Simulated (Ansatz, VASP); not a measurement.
## Two plane-wave programs on CoO

```
Co O
1.0
     0.00000    2.13150    2.13150
     2.13150    0.00000    2.13150
     2.13150    2.13150    0.00000
Co O
1 1
Direct
  0.00000 0.00000 0.00000
  0.50000 0.50000 0.50000
```

Alike in both runs: task relaxation of cell and atoms; functional PBE; dispersion D3(BJ); k mesh 11 × 11 × 11; occupations fermi-dirac, width 0.05 eV; collinear spin.

|  | VASP | Ansatz |
| --- | --- | --- |
| version | VASP 6.6.1 | Ansatz 0.2.0 |
| potentials or method | VASP PAW PBE potentials, release 64 (Co_sv, O) | Ansatz PAW |
| plane-wave cutoff (eV) | 600 | 420 |
| valence electrons in the cell | 23 | 23 |

VASP gave:

* net moment per atom (μB): 1.41
* size of the moment on the site where the two differ most (μB): 0.27
* relaxed volume (Å³/atom): 9.24
* relaxed cell length with the largest relative difference (Å): 2.968

Q: What did Ansatz give for the same quantities?

A: net moment per atom (μB): 1.46; size of the moment on the site where the two differ most (μB): 0.32; relaxed volume (Å³/atom): 9.63; relaxed cell length with the largest relative difference (Å): 3.008.

Site moments also hang on the region over which each program counts them.

Noted on Ansatz's run: the plane-wave basis is chosen anew once the cell has moved, so the energies of steps on either side of that aren't comparable.
